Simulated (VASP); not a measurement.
Set up this calculation in VASP 6.6.1, as the native input.

| Property | Result |
| --- | --- |
| Task | single point |
| Functional | PBEsol |
| Potentials or basis | VASP PAW PBE potentials, release 64 (Ti_sv, H) |
| Cutoff | 520 eV |
| k mesh | 12 × 12 × 12 |
| Occupations | gaussian, width 0.1 eV |
| Spin | no spin polarisation |
| Dipole correction | no |
| Further INCAR settings | ALGO = Normal; EDIFF = 1e-07; NBANDS = 14 |

The structure of TiH lies in POSCAR:

```
TiH
1.0
    0.0000000000      2.0896970000      2.0896970000
    2.0896970000      0.0000000000      2.0896970000
    2.0896970000      2.0896970000      0.0000000000
Ti H
1 1
Direct
    0.0000000000      0.0000000000      0.0000000000
    0.5000000000      0.5000000000      0.5000000000
```

One way to write it, as run:

INCAR

```
ALGO = Normal ; EDIFF = 1E-7
ENCUT = 520 ; GGA = PS
ISIF = 2 ; ISMEAR = 0
LASPH = True ; LCHARG = False
LREAL = False ; LWAVE = False
NBANDS = 14 ; NELM = 100
PREC = Accurate ; SIGMA = 0.1
```

KPOINTS

```
k-points
0
Gamma
  12 12 12
```

Potentials or basis: VASP PAW PBE potentials, release 64 (Ti_sv, H).

The run is started by

```bash
$ cat potpaw_PBE.64/Ti_sv/POTCAR potpaw_PBE.64/H/POTCAR > POTCAR
$ mpirun -np 1 vasp_std > vasp.out
```

Results of the run:

The pressure is -3.7 GPa.

Caveat: the PAW data sets were made with another functional, which shifts forces and pressure a little.

Wall time 17 s on 1 thread of Intel Xeon 6975P-C (shared host), peak memory 0.15 GiB.
